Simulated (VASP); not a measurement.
KCl, 2 atoms in the cell. The structure is tetragonal, space group P4/mmm (No. 123). Conventional cell: a = 3.771 Å, b = 3.771 Å, c = 3.872 Å, α = 90.00°, β = 90.00°, γ = 90.00°. K (site symmetry 4/mmm) has 8 Cl at 3.30 Å and 6 K at 3.77 to 3.87 Å within 4.3 Å. Within 4.3 Å of Cl (site symmetry 4/mmm) lie 8 K at 3.30 Å and 6 Cl at 3.77 to 3.87 Å.  This cell differs from its parent crystal: uniaxial y strain +2.7%.

```yaml
Program: VASP 6.6.1
Task: single point
Functional: r2SCAN
Potentials_or_basis: VASP PAW PBE potentials, release 64 (K_sv, Cl)
Cutoff: 520 eV
k_mesh: 8 × 8 × 8
Occupations: gaussian, width 0.01 eV
Spin: no spin polarisation
Dipole_correction: no
Further_INCAR_settings: ALGO = Normal; EDIFF = 1e-06; NBANDS = 15
```

Potentials or basis: VASP PAW PBE potentials, release 64 (K_sv, Cl).

Launch:

```console
$ cat potpaw_PBE.64/K_sv/POTCAR potpaw_PBE.64/Cl/POTCAR > POTCAR
$ cp INCAR.step1 INCAR
$ mpirun -np 1 vasp_std > vasp.out
$ cp INCAR.step2 INCAR
$ mpirun -np 1 vasp_std > vasp.out
```

Hardware: 1 thread of AMD EPYC 7R13 Processor (Zen 3), with other jobs on the host.

Q: How long does it take, and how much memory?

A: Wall time 2.3 min on 1 thread of AMD EPYC 7R13 Processor (Zen 3), with other jobs on the host, peak memory 0.18 GiB. Counts: k points 75.
